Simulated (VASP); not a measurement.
Crystal: Si2C3.

```
CELL_PARAMETERS angstrom
-2.43774 2.43774 3.50411
2.43774 -2.43774 3.50411
2.43774 2.43774 -3.50411
ATOMIC_POSITIONS crystal
Si 0.50000 0.00000 0.50000
Si 0.00000 0.50000 0.50000
C 0.50000 0.50000 0.00000
C 0.77524 0.77524 0.00000
C 0.22476 0.22476 0.00000
```

The cell was generated, and may not be a known phase.

| Item | Value |
| --- | --- |
| Program | VASP 6.6.1 |
| Task | relaxation of cell and atoms |
| Functional | PBE |
| Potentials or basis | VASP PAW PBE potentials, release 64 (Si, C) |
| Cutoff | 600 eV |
| k mesh | 6 × 6 × 6 |
| Occupations | gaussian, width 0.1 eV |
| Spin | no spin polarisation |

At the start: pressure -27.1 GPa; volume 16.66 Å³/atom.

Q: How do energy, volume and symmetry change on relaxing?

A: Over 33 steps the energy falls by 1290.9 meV/atom and the volume is 8.41 Å³/atom (-49.5 %); space group I4/mmm (No. 139, to 0.1 Å) before and after.

Step by step:
| step | energy change (eV) | largest force (eV/Å) | pressure (GPa) | volume (Å³) |
| --- | --- | --- | --- | --- |
| 1 | 0.0000 | 2.0923 | -27.09 | 83.29 |
| 2 | -5.9678 | 0.3031 | -11.16 | 53.50 |
| 3 | -6.1302 | 1.2532 | -0.41 | 50.23 |
| 4 | -6.1263 | 0.9271 | -2.63 | 50.79 |
| 5 | -6.2000 | 0.0056 | -4.09 | 50.04 |
| 6 | -6.2017 | 0.1512 | -4.26 | 49.91 |
| 7 | -6.2216 | 0.4326 | 1.64 | 47.67 |
| 8 | -6.2238 | 0.2899 | 0.15 | 48.20 |
| 9 | -6.2561 | 0.3240 | 0.65 | 47.04 |
| 10 | -6.3432 | 0.5770 | 4.44 | 43.65 |
| 11 | -6.3796 | 0.3498 | 1.51 | 43.59 |
| 12 | -6.4117 | 0.1558 | -2.54 | 43.45 |
| 13 | -6.4117 | 0.1644 | -2.25 | 43.46 |
| 14 | -6.4117 | 0.1615 | -2.36 | 43.46 |
| 15 | -6.4183 | 0.0866 | -1.06 | 42.94 |
| 16 | -6.4189 | 0.0761 | -0.61 | 42.79 |
| 17 | -6.4195 | 0.0864 | 0.27 | 42.49 |
| 18 | -6.4218 | 0.1166 | 2.01 | 41.88 |
| 19 | -6.4176 | 0.0437 | 7.44 | 40.69 |
| 20 | -6.4230 | 0.1254 | 2.43 | 41.70 |
| 21 | -6.4257 | 0.1113 | 4.41 | 41.19 |
| 22 | -6.4271 | 0.0979 | 5.00 | 41.09 |
| 23 | -6.4276 | 0.0845 | 5.57 | 41.00 |
| 24 | -6.4303 | 0.0870 | 5.30 | 41.05 |
| 25 | -6.4377 | 0.0926 | 4.50 | 41.20 |
| 26 | -6.4480 | 0.0944 | 2.88 | 41.50 |
| 27 | -6.4514 | 0.1320 | -0.04 | 42.11 |
| 28 | -6.4525 | 0.1085 | 0.76 | 41.93 |
| 29 | -6.4525 | 0.1052 | 0.93 | 41.90 |
| 30 | -6.4534 | 0.0891 | 0.60 | 41.95 |
| 31 | -6.4544 | 0.0494 | -0.22 | 42.10 |
| 32 | -6.4545 | 0.0444 | -0.16 | 42.09 |
| 33 | -6.4546 | 0.0309 | 0.04 | 42.05 |

Final structure:
```yaml
crystal:
  lattice:
    - [-1.93867, 1.93867, 2.79708]
    - [1.93867, -1.93867, 2.79708]
    - [1.93867, 1.93867, -2.79708]
  atoms:
    - { symbol: Si, position: [0.50000, 0.00000, 0.50000] }
    - { symbol: Si, position: [0.00000, 0.50000, 0.50000] }
    - { symbol: C, position: [0.50000, 0.50000, 0.00000] }
    - { symbol: C, position: [0.80952, 0.80952, 0.00000] }
    - { symbol: C, position: [0.19048, 0.19048, 0.00000] }
```

Caveat: the volume moved by over 15 % at a fixed basis, so the end points are rough.
